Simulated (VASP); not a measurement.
# As in VASP: notebook

The runs below take As through single point, relaxation of cell and atoms, with PBE.

Program: VASP 6.6.1. These are calculated values, not measurements. Logs are shortened: lines on timing, memory, paths and dates and some standing lists are left out, and cuts for length are marked.

## Step 1: The cell of the first run

It takes space group Pm-3m (No. 221, cubic). Conventional cell: a = 2.730 Å, b = 2.730 Å, c = 2.730 Å, α = 90.00°, β = 90.00°, γ = 90.00°. As (site symmetry m-3m) has 6 As at 2.73 Å within 3.6 Å.

## Step 2: Single point, PBE

INCAR reads:

```
ALGO = Normal
EDIFF = 1E-6
ENCUT = 520
GGA = PE
ISIF = 2
ISMEAR = 0
LASPH = True
LCHARG = False
LREAL = False
LWAVE = False
NBANDS = 8
NELM = 100
PREC = Accurate
SIGMA = 0.1
```

KPOINTS reads:

```
k-points
0
Gamma
  20 20 20
```

POSCAR reads:

```
As
1.0
    2.7304825675      0.0000000000      0.0000000000
    0.0000000000      2.7304825675      0.0000000000
    0.0000000000      0.0000000000      2.7304081352
As
1
Direct
    0.5000000000      0.5000000000      0.0000000000
```

Potentials or basis: VASP PAW PBE potentials, release 64 (As).

Command:

```sh
$ cat potpaw_PBE.64/As/POTCAR > POTCAR
$ mpirun -np 1 vasp_std > vasp.out
```

OUTCAR:

```text
EDIFF = 1E-6
   ENCUT = 520
   GGA = PE
   ISIF = 2
   ISMEAR = 0
   LASPH = True
   LREAL = False
   NELM = 100
   PREC = Accurate

 ion  position               nearest neighbor table
   1  0.500  0.500  0.000-

  LATTYP: Found a simple tetragonal cell.
 ALAT       =     2.7304825675
 C/A-ratio  =     0.9999727402

  Lattice vectors:

 A1 = (   2.7304825675,   0.0000000000,   0.0000000000)
 A2 = (   0.0000000000,   2.7304825675,   0.0000000000)
 A3 = (   0.0000000000,   0.0000000000,   2.7304081352)

Analysis of symmetry for initial positions (statically):
=====================================================================
 Subroutine PRICEL returns:
 Original cell was already a primitive cell.

 Routine SETGRP: Setting up the symmetry group for a
 simple tetragonal supercell.

 Subroutine GETGRP returns: Found 16 space group operations
 (whereof 16 operations were pure point group operations)
 out of a pool of 16 trial point group operations.

The static configuration has the point symmetry D_4h.

Analysis of symmetry for dynamics (positions and initial velocities):
=====================================================================
 Subroutine PRICEL returns:
 Original cell was already a primitive cell.

 Routine SETGRP: Setting up the symmetry group for a
 simple tetragonal supercell.

 Subroutine GETGRP returns: Found 16 space group operations
 (whereof 16 operations were pure point group operations)
 out of a pool of 16 trial point group operations.

The dynamic configuration has the point symmetry D_4h.

 Subroutine INISYM returns: Found 16 space group operations
 (whereof 16 operations are pure point group operations),
 and found     1 'primitive' translations

----------------------------------------------------------------------------------------

                                     Primitive cell

  volume of cell :      20.3567

  direct lattice vectors                    reciprocal lattice vectors
     2.730482568  0.000000000  0.000000000     0.366235629  0.000000000  0.000000000
     0.000000000  2.730482568  0.000000000     0.000000000  0.366235629  0.000000000
     0.000000000  0.000000000  2.730408135     0.000000000  0.000000000  0.366245613

  length of vectors
     2.730482568  2.730482568  2.730408135     0.366235629  0.366235629  0.366245613

  position of ions in fractional coordinates (direct lattice)
     0.500000000  0.500000000  0.000000000

  ion indices of the primitive-cell ions
   primitive index   ion index
                 1           1

----------------------------------------------------------------------------------------

 KPOINTS: k-points

Automatic generation of k-mesh.
 Grid dimensions read from file:
 generate k-points for:   20   20   20

 Generating k-lattice:

  Cartesian coordinates                     Fractional coordinates (reciprocal lattice)
     0.018311781  0.000000000  0.000000000     0.050000000  0.000000000  0.000000000
     0.000000000  0.018311781  0.000000000     0.000000000  0.050000000  0.000000000
     0.000000000  0.000000000  0.018312281     0.000000000  0.000000000  0.050000000

  Length of vectors
     0.018311781  0.018311781  0.018312281

  Shift w.r.t. Gamma in fractional coordinates (k-lattice)
     0.000000000  0.000000000  0.000000000

 Subroutine IBZKPT returns following result:
 ===========================================

 Found    726 irreducible k-points:

 Following reciprocal coordinates:
            Coordinates               Weight
  0.000000  0.000000  0.000000      1.000000
  0.050000  0.000000  0.000000      4.000000
  0.100000  0.000000  0.000000      4.000000
  0.150000  0.000000  0.000000      4.000000
  0.200000  0.000000  0.000000      4.000000
  0.250000  0.000000  0.000000      4.000000
[... 16 lines left out ...]
  0.150000  0.100000  0.000000      8.000000
  0.200000  0.100000  0.000000      8.000000
 [... further k-points ...]
   k-points           NKPTS =    726   k-points in BZ     NKDIM =    726   number of bands    NBANDS=      8
   number of dos      NEDOS =    301   number of ions     NIONS =      1
   total plane-waves  NPLWV =   8000
   dimension x,y,z NGX =    20 NGY =   20 NGZ =   20
   dimension x,y,z NGXF=    40 NGYF=   40 NGZF=   40
   ions per type =               1
   NGX,Y,Z   is equivalent  to a cutoff of  12.18, 12.18, 12.18 a.u.
   NGXF,Y,Z  is equivalent  to a cutoff of  24.35, 24.35, 24.35 a.u.
 SYSTEM =  unknown system
   PREC   = accura    normal or accurate (medium, high low for compatibility)
   ISTART =      0    job   : 0-new  1-cont  2-samecut
   ICHARG =      2    charge: 1-file 2-atom 10-const
   ISPIN  =      1    spin polarized calculation?
   LNONCOLLINEAR =      F non collinear calculations
   LSORBIT =      F    spin-orbit coupling
   LASPH  =      T    aspherical Exc in radial PAW
   ENCUT  =  520.0 eV  38.22 Ry    6.18 a.u.   5.08  5.08  5.08*2*pi/ulx,y,z
   NELM   =    100;   NELMIN=  2; NELMDL= -5     # of ELM steps
   EDIFF  = 0.1E-05   stopping-criterion for ELM
   LREAL  =      F    real-space projection
   EDIFFG = 0.1E-04   stopping-criterion for IOM
   NSW    =      0    number of steps for IOM
   IBRION =     -1    ionic relax: 0-MD 1-quasi-New 2-CG
   NFREE  =      0    steps in history (QN), initial steepest desc. (CG)
   ISIF   =      2    stress and relaxation
   ISYM   =      2    0-nonsym 1-usesym 2-fastsym
   POTIM  = 0.5000    time-step for ionic-motion
   TEBEG  =    0.0;   TEEND  =   0.0 temperature during run
   PSTRESS=    0.0 pullay stress
   NELECT =       5.0000    total number of electrons
   NUPDOWN=      -1.0000    fix difference up-down
   EMIN   =  10.00;   EMAX   =-10.00  energy-range for DOS
   EFERMI =   0.00;   METHOD = LEGACY
   ISMEAR =     0;   SIGMA  =   0.10  broadening in eV -4-tet -1-fermi 0-gaus
   EFERMI_NEDOS =   21; number of points for ismear=-14 and -15
   IALGO  =     38    algorithm
   IMIX   =      4    mixing-type and parameters
     AMIX     =   0.40;   BMIX     =  1.00
     AMIX_MAG =   1.60;   BMIX_MAG =  1.00
  volume/ion in A,a.u.               =      20.36       137.37
  Fermi-wavevector in a.u.,A,eV,Ry     =   1.025249  1.937440 14.301568  1.051136
  Thomas-Fermi vector in A             =   2.159079
   LORBIT       =      0    0 simple, 1 ext, 2 COOP (PROOUT), +10 PAW based schemes
   GGA     = PE    functional components
   LHFCALC =     F    Hartree Fock is set to
   AEXX    =    0.0000 exact exchange contribution
   IVDW    =     0    specifies the selected vdW correction
   LEPSILON=     F    determine dielectric tensor
   LRPA    =     F    only Hartree local field effects (RPA)
 non-spin polarized calculation
 Gauss-broadening in eV      SIGMA  =   0.10
  energy-cutoff  :      520.00
  volume of cell :       20.36
 maximum number of plane-waves:       561
   NGX = 11   NGY = 11   NGZ = 11

 number of electron       5.0000001 magnetization

 Free energy of the ion-electron system (eV)
  ---------------------------------------------------
  ext. energy  EPLUGINS =         0.00000000
  ---------------------------------------------------
  free energy    TOTEN  =        -4.56082712 eV

  energy without entropy =       -4.55861635  energy(sigma->0) =       -4.55972174

 E-fermi :   5.6575     XC(G=0): -10.3053

 val. band max:        5.6548126868   @ k =   0.4000   0.1000   0.2500
 cond. band min:       5.6711123002   @ k =   0.5000   0.3500   0.3500
 fundamental gap:      0.0162996134
 Fermi energy:         5.6575461410

 k-point     1 :       0.0000    0.0000    0.0000
  band No.  band energies     occupation
      1      -9.1161      2.00000
      2       9.6422      0.00000
      3       9.6422      0.00000
      4       9.6431      0.00000
      5      14.0718      0.00000
      6      14.0723      0.00000
      7      15.8994      0.00000
      8      30.1381      0.00000

 k-point     2 :       0.0500    0.0000    0.0000
  band No.  band energies     occupation
      1      -9.0713      2.00000
      2       9.0054      0.00000
      3       9.6815      0.00000
      4       9.6824      0.00000
      5      14.1125      0.00000
      6      14.5647      0.00000
      7      16.1644      0.00000
      8      29.2694      0.00000

 k-point     3 :       0.1000    0.0000    0.0000
  band No.  band energies     occupation
      1      -8.9375      2.00000
      2       7.6712      0.00000
      3       9.7981      0.00000
      4       9.7990      0.00000
      5      14.2331      0.00000
      6      15.2050      0.00000
      7      17.2166      0.00000
      8      27.8307      0.00000

 k-point     4 :       0.1500    0.0000    0.0000
  band No.  band energies     occupation
      1      -8.7165      2.00000
      2       6.1731      0.00000
      3       9.9876      0.00000
      4       9.9886      0.00000
      5      14.4317      0.00000
      6      15.5993      0.00000
      7      18.8953      0.00000
      8      26.3736      0.00000

 k-point     5 :       0.2000    0.0000    0.0000
  band No.  band energies     occupation
      1      -8.4122      2.00000
      2       4.6829      2.00000
      3      10.2423      0.00000
      4      10.2433      0.00000
      5      14.7039      0.00000
      6      15.9726      0.00000
      7      20.7388      0.00000
      8      24.9906      0.00000

 k-point     6 :       0.2500    0.0000    0.0000
  band No.  band energies     occupation
      1      -8.0316      2.00000
      2       3.2640      2.00000
      3      10.5494      0.00000
      4      10.5503      0.00000
      5      15.0420      0.00000
      6      16.4032      0.00000
      7      22.3683      0.00000
      8      23.7154      0.00000

 k-point     7 :       0.3000    0.0000    0.0000
  band No.  band energies     occupation
      1      -7.5876      2.00000
      2       1.9535      2.00000
      3      10.8893      0.00000
      4      10.8902      0.00000
      5      15.4323      0.00000
      6      16.9110      0.00000
      7      22.5783      0.00000
      8      22.5792      0.00000

 k-point     8 :       0.3500    0.0000    0.0000
  band No.  band energies     occupation
      1      -7.1046      2.00000
      2       0.7881      2.00000
      3      11.2326      0.00000
      4      11.2335      0.00000
      5      15.8502      0.00000
      6      17.5017      0.00000
      7      21.6122      0.00000
      8      21.6131      0.00000

 k-point     9 :       0.4000    0.0000    0.0000
  band No.  band energies     occupation
      1      -6.6301      2.00000
      2      -0.1777      2.00000
      3      11.5380      0.00000
      4      11.5389      0.00000
      5      16.2509      0.00000
      6      18.1751      0.00000
      7      20.8609      0.00000
      8      20.8618      0.00000

 k-point    10 :       0.4500    0.0000    0.0000
  band No.  band energies     occupation
      1      -6.2535      2.00000
      2      -0.8506      2.00000
      3      11.7540      0.00000
      4      11.7549      0.00000
      5      16.5589      0.00000
      6      18.9215      0.00000
      7      20.3768      0.00000
      8      20.3778      0.00000
[... 78 lines left out ...]
 k-point    18 :       0.3500    0.0500    0.0000
  band No.  band energies     occupation
      1      -7.0597      2.00000
      2       0.8306      2.00000
      3      10.6608      0.00000
      4      11.2720      0.00000
      5      16.2039      0.00000
      6      17.6788      0.00000
      7      20.6100      0.00000
      8      21.6526      0.00000

 k-point    19 :       0.4000    0.0500    0.0000
  band No.  band energies     occupation
      1      -6.5852      2.00000
      2      -0.1351      2.00000
      3      10.9867      0.00000
      4      11.5771      0.00000
      5      16.6115      0.00000
      6      18.1083      0.00000
      7      20.0414      0.00000
      8      20.9019      0.00000

 k-point    20 :       0.4500    0.0500    0.0000
  band No.  band energies     occupation
      1      -6.2084      2.00000
      2      -0.8079      2.00000
      3      11.2204      0.00000
      4      11.7929      0.00000
      5      16.9257      0.00000
      6      18.3142      0.00000
      7      19.9912      0.00000
      8      20.4183      0.00000

 k-point    21 :       0.5000    0.0500    0.0000
  band No.  band energies     occupation
      1      -6.0583      2.00000
      2      -1.0571      2.00000
      3      11.3064      0.00000
      4      11.8717      0.00000
      5      17.0479      0.00000
      6      18.3276      0.00000
      7      20.2502      0.00000
      8      20.3176      0.00000

 k-point    22 :       0.1000    0.1000    0.0000
  band No.  band energies     occupation
      1      -8.7588      2.00000
      2       7.6871      0.00000
      3       7.9919      0.00000
      4       9.9546      0.00000
      5      14.8486      0.00000
      6      16.6993      0.00000
      7      17.6557      0.00000
      8      25.5715      0.00000

 k-point    23 :       0.1500    0.1000    0.0000
  band No.  band energies     occupation
      1      -8.5379      2.00000
      2       6.3261      0.00000
      3       8.0597      0.00000
      4      10.1439      0.00000
      5      15.1001      0.00000
      6      17.2884      0.00000
      7      18.9943      0.00000
      8      24.1805      0.00000

 k-point    24 :       0.2000    0.1000    0.0000
  band No.  band energies     occupation
      1      -8.2336      2.00000
      2       4.8452      2.00000
      3       8.3239      0.00000
      4      10.3981      0.00000
      5      15.4013      0.00000
      6      17.5817      0.00000
      7      20.5870      0.00000
      8      23.0960      0.00000

 [... further k-points ...]
[... 5 lines left out ...]
  --------------------------------------------------------------------------------------
  -------------------------------------------------------------------------------------
  Total        0.0190222      0.0190222      0.0196671      0.0000000      0.0000000      0.0000000
  in kB        1.4971497      1.4971497      1.5479019      0.0000000      0.0000000      0.0000000
  external PRESSURE =       1.5140671 kB  Pullay stress =       0.0000000 kB

 VOLUME and BASIS-vectors are now :
 -----------------------------------------------------------------------------
  energy-cutoff  :      520.00
  volume of cell :       20.36
      direct lattice vectors                 reciprocal lattice vectors
     2.730482568  0.000000000  0.000000000     0.366235629  0.000000000  0.000000000
     0.000000000  2.730482568  0.000000000     0.000000000  0.366235629  0.000000000
     0.000000000  0.000000000  2.730408135     0.000000000  0.000000000  0.366245613

 POSITION                                       TOTAL-FORCE (eV/Angst)
 -----------------------------------------------------------------------------------
      1.36524      1.36524      0.00000         0.000000      0.000000      0.000000
 -----------------------------------------------------------------------------------
    total drift:                                0.000000      0.000000     -0.000000

  FREE ENERGIE OF THE ION-ELECTRON SYSTEM (eV)
  ---------------------------------------------------
  free  energy   TOTEN  =        -4.5608271233 eV

  energy  without entropy=       -4.5586163472  energy(sigma->0) =       -4.55972174
```

It took 42 s on 1 thread of Intel Xeon Platinum 8259CL at 2.50GHz (Skylake/Cascade Lake), shared host; peak memory 0.22 GiB.

Results:

```yaml
Free_energy: -4.5608 eV
Pressure: 0.2 GPa
```

Levels at points of the mesh, in eV from the Fermi level:
```tsv
k point	band 1	band 2	band 3	band 4	band 5	band 6	band 7
(0.00, 0.00, 0.00)	-14.77	3.98	3.98	3.99	8.41	8.41	10.24
(0.50, 0.00, 0.00)	-11.76	-6.76	6.18	6.18	11.02	13.89	14.39
(0.50, 0.50, 0.00)	-8.63	-4.18	-4.18	2.58	8.23	16.07	17.19
(0.00, 0.00, 0.50)	-11.76	-6.76	6.18	6.18	11.02	13.89	14.39
(0.50, 0.00, 0.50)	-8.63	-4.18	-4.18	2.58	8.23	16.07	17.19
(0.50, 0.50, 0.50)	-5.20	-1.83	-1.83	-1.83	5.93	5.93	5.93
```

## Step 3: Relaxation of cell and atoms, PBE

This run uses another cell than the first one, of 20.60 Å³/atom, 1.012 times its volume.

INCAR reads:

```
PREC = Accurate
ENCUT = 600
EDIFF = 1E-6
ISMEAR = 0
SIGMA = 0.1
LREAL = F
LASPH = T
NELM = 100
ALGO = Normal
ISIF = 3
LWAVE = F
LCHARG = F
GGA = PE
IBRION = 2
NSW = 100
EDIFFG = -0.01
```

KPOINTS reads:

```
regular mesh
0
Gamma
  20 20 20
```

POSCAR reads:

```
As
1.0
    2.7702533838      0.0000000000      0.0000000000
    0.0000000000      2.7702533838      0.0000000000
    0.0000000000      0.0000000000      2.6846503825
As
1
Direct
    0.5000000000      0.5000000000      0.0000000000
```

Potentials or basis: VASP PAW PBE potentials, release 64 (As).

Command:

```sh
$ cat potpaw_PBE.64/As/POTCAR > POTCAR
$ mpirun -np 1 vasp_std > vasp.out
```

Wall time 1.9 min (1 thread of Intel Xeon Platinum 8259CL at 2.50GHz (Skylake/Cascade Lake), shared host); peak memory 0.25 GiB.

The run converged. Its results:

```
Free energy                            : -4.5609 eV
Relaxed volume                         : 20.40 Å³/atom
Relaxed cell                           : a = 2.733 Å, b = 2.733 Å, c = 2.731 Å, α = 90.00°, β = 90.00°, γ = 90.00°
Space group after relaxing (to 0.05 Å) : Pm-3m (No. 221)
Energy gained by relaxing              : 7.9 meV/atom
Ionic steps                            : 6
Pressure after relaxing                : 0.0 GPa
```

Stress tensor (GPa, compression positive):
```
-0.05  0.00  0.00
 0.00 -0.05  0.00
 0.00  0.00  0.06
```

Step by step:
| step | energy change (eV) | largest force (eV/Å) | pressure (GPa) | volume (Å³) |
| --- | --- | --- | --- | --- |
| 1 | 0.0000 | 0.0000 | -0.64 | 20.60 |
| 2 | -0.0078 | 0.0000 | 0.17 | 20.35 |
| 3 | -0.0078 | 0.0000 | 0.11 | 20.37 |
| 4 | -0.0078 | 0.0000 | 0.09 | 20.37 |
| 5 | -0.0079 | 0.0000 | -0.05 | 20.41 |
| 6 | -0.0079 | 0.0000 | -0.02 | 20.40 |

Final structure:
```yaml
crystal:
  lattice:
    - [2.73294, 0.00000, 0.00000]
    - [0.00000, 2.73294, 0.00000]
    - [0.00000, 0.00000, 2.73132]
  atoms:
    - { symbol: As, position: [0.50000, 0.50000, 0.00000] }
```

Levels at points of the mesh, in eV from the Fermi level:
```csv
k point,band 1,band 2,band 3,band 4,band 5,band 6
"(0.00, 0.00, 0.00)",-14.75,3.97,3.97,3.99,8.41,8.42
"(0.50, 0.00, 0.00)",-11.75,-6.74,6.15,6.17,11.01,13.89
"(0.50, 0.50, 0.00)",-8.63,-4.17,-4.17,2.59,8.22,16.05
"(0.00, 0.00, 0.50)",-11.74,-6.74,6.16,6.16,11.02,13.88
"(0.50, 0.00, 0.50)",-8.62,-4.17,-4.16,2.59,8.21,16.04
"(0.50, 0.50, 0.50)",-5.21,-1.83,-1.82,-1.82,5.94,5.94
```

## Step 4: Single point, PBE

This run uses another cell than the first one: it holds 2 atoms, not 1.

INCAR reads:

```
SYSTEM = As
ALGO = Normal
EDIFF = 1E-6
ENCUT = 520
GGA = PE
ISIF = 2
ISMEAR = 0
LASPH = .True.
LCHARG = .False.
LREAL = .False.
LWAVE = .False.
NBANDS = 12
NELM = 80
PREC = Accurate
SIGMA = 0.1
```

KPOINTS reads:

```
k-points
0
Gamma
  4 4 6
  0 0 0
```

POSCAR reads:

```
As
1.0
    3.9177299066      0.0000000000      0.0000000000
    0.0000000000      3.9177299066      0.0000000000
    0.0000000000      0.0000000000      2.6846503825
As
2
Direct
    0.5000000000      0.0000000000      1.0005455880
    0.0000000000      0.5000000000     -0.0005455880
```

Command:

```sh
$ cat potpaw_PBE.64/As/POTCAR > POTCAR
$ mpirun -np 1 vasp_std > vasp.out
```

Run time: 15 s. Hardware: 1 thread of Intel Xeon 8259CL, shared host; peak memory 0.14 GiB.

It converged, with:

* Free energy: -9.1846 eV
* Pressure: 0.2 GPa
* Largest force: 0.004 eV/Å
* Band gap on the k mesh: zero (band 5 reaches 11.16 eV, above the bottom of band 6 at 1.69 eV)

Forces in eV/Å, atoms in the order of the input:
```
As   0.000  0.000 -0.004
As   0.000  0.000  0.004
```

Levels at points of the mesh, in eV from the Fermi level:
```tsv
k point	band 3	band 4	band 5	band 6	band 7	band 8
(0.00, 0.00, 0.00)	-4.14	-4.14	2.62	3.65	3.65	4.71
(0.50, 0.00, 0.00)	-1.69	-1.69	-1.29	-1.29	6.40	6.40
(0.50, 0.50, 0.00)	-6.59	-6.59	5.69	5.69	6.74	6.74
(0.00, 0.00, 0.50)	-5.21	-2.10	-1.56	-1.56	5.91	5.91
(0.50, 0.00, 0.50)	-4.78	-4.78	0.88	0.88	1.84	1.84
(0.50, 0.50, 0.50)	-4.27	-4.27	-3.78	-3.78	2.72	2.72
```

Caveat: the k points lie up to 0.40 Å⁻¹ apart.

## Step 5: Overview

| task | cell | k mesh | cutoff (eV) | gap on the mesh (eV) | pressure (GPa) |
| --- | --- | --- | --- | --- | --- |
| single point | a = 2.730 Å, 1 atom | 20 × 20 × 20 | 520 | none | 0.2 |
| relaxation of cell and atoms | relaxed from a = 2.770, b = 2.770, c = 2.685 Å, 1 atom | 20 × 20 × 20 | 600 | none | 0.0 |
| single point | a = 3.918, b = 3.918, c = 2.685 Å, 2 atoms | 4 × 4 × 6 | 520 | none | 0.2 |

Alike in all rows: level PBE; potentials or basis VASP PAW PBE potentials, release 64 (As); no spin polarisation; smearing gaussian 0.1 eV.

Caveats: some runs use coarse meshes.

Absolute energies hang on the potentials; compare differences alone.
